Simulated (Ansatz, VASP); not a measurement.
One calculation of Pd, two programs

```xyz
1
Lattice="0.0000 1.9194 1.9194 1.9194 0.0000 1.9194 1.9194 1.9194 0.0000" Properties=species:S:1:pos:R:3 pbc="T T T"
Pd    0.0000    0.0000    0.0000
```

Alike in both runs: functional LDA; k mesh 26 × 26 × 26; occupations gaussian, width 0.1 eV; no spin polarisation.

Ansatz relaxed the structure, and its values are those at the end. VASP's run is a single point on that final structure, the one shown.

|  | VASP | Ansatz |
| --- | --- | --- |
| version | VASP 6.6.1 | Ansatz 0.2.0 |
| potentials or method | VASP PAW LDA potentials, release 64 (Pd), cutoff 520 eV | scalar-relativistic, plane waves, PAW |
| valence electrons in the cell | 10 | 18 |

```tsv
	VASP	Ansatz	Ansatz less VASP
gap on the k mesh at the Fermi level (eV)	none	none	-
pressure (GPa)	0.3	0.0	-0.33
```

Ansatz warns that its potentials were made for another functional, while VASP's fit it. LDA's correlation is that of Perdew and Zunger in VASP and of Perdew and Wang (1992) in Ansatz. A gap of «none» marks a metal or a gap that the smearing closes. VASP's potentials hold 10 valence electrons a cell and Ansatz's 18, so a difference there can come from the potentials and not from the codes.
